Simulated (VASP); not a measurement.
A run of VASP 6.6.1 is set up as follows.

INCAR

```
ALGO     = Normal         # electronic algorithm
EDIFF    = 1E-8           # SCF threshold, eV
ENCUT    = 520            # plane-wave cutoff, eV
GGA      = PE             # functional
ISIF     = 2              # what is computed and relaxed
ISMEAR   = -1             # smearing method
LASPH    = T              # aspherical terms in the spheres
LCHARG   = F              # write CHGCAR
LEFG     = T            
LREAL    = F              # projectors in reciprocal space
LWAVE    = F              # write WAVECAR
NBANDS   = 22             # bands
NELM     = 100            # most SCF steps
PREC     = Accurate       # precision mode
SIGMA    = 0.05           # smearing width, eV
```

Contents of KPOINTS:

```
k-points
0
Gamma
  9 9 9
```

The input POSCAR:

```
InSb3
1.0
    0.0000000000      3.7945550000      3.7945550000
    3.7945550000      0.0000000000      3.7945550000
    3.7945550000      3.7945550000      0.0000000000
In Sb
1 3
Direct
    0.0000000000      0.0000000000      0.0000000000
    0.2500000000      0.2500000000      0.2500000000
    0.7500000000      0.7500000000      0.7500000000
    0.5000000000      0.5000000000      0.5000000000
```

Potentials or basis: VASP PAW PBE potentials, release 64 (In_d, Sb).

Run with:

```sh
$ cat potpaw_PBE.64/In_d/POTCAR potpaw_PBE.64/Sb/POTCAR > POTCAR
$ mpirun -np 1 vasp_std > vasp.out
```

(1) Estimate the pressure.

(2) Estimate the band gap on the k mesh.

Results:

(1) 0.3 GPa.

(2) zero (band 14 reaches 8.81 eV, above the bottom of band 15 at 5.66 eV).

Caveat: without QUAD_EFG the Cq values of the log hold for a quadrupole moment of 1 mb, not for the nuclei; spin-orbit coupling is left out, which moves the levels of the heavy elements.
